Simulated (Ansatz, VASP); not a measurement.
## TiAl2: VASP beside Ansatz

```
Ti Al
1.0
     1.97955   -6.04720    0.00000
     1.97955    6.04720    0.00000
     0.00000    0.00000    4.03150
Ti Al
2 4
Cartesian
  1.9795 -1.8021 0.0000
  1.9795 1.8021 0.0000
  0.0000 0.0000 0.0000
  1.9795 -3.9186 2.0158
  1.9795 3.9186 2.0158
  1.9795 0.0000 2.0158
```

Alike in both runs: task single point; functional r2SCAN; k mesh 4 × 4 × 4; occupations gaussian, width 0.1 eV; no spin polarisation.

```csv
,VASP,Ansatz
version,VASP 6.6.1,Ansatz 0.2.0
potentials or method,"VASP PAW PBE potentials, release 64 (Ti_sv, Al), cutoff 520 eV","scalar-relativistic, plane waves, PAW"
valence electrons in the cell,36,36
```

```tsv
	VASP	Ansatz	Ansatz less VASP
gap on the k mesh at the Fermi level (eV)	none	none	-
pressure (GPa)	-1.8	-1.7	+0.02
traceless stress, the component that is largest in VASP (GPa)	1.52	1.51	-0.013
rms of the force components (eV/Å)	0.330	0.328	-0.0014
```

VASP's potentials were made for PBE, not for r2SCAN. Atom by atom the forces differ by 0.001 eV/Å (rms over components). A gap of «none» marks a metal or a gap that the smearing closes. With one functional, cell and mesh, what is left measures potentials, basis and numerics.

The k mesh is coarse, so the values compare programs but aren't converged.
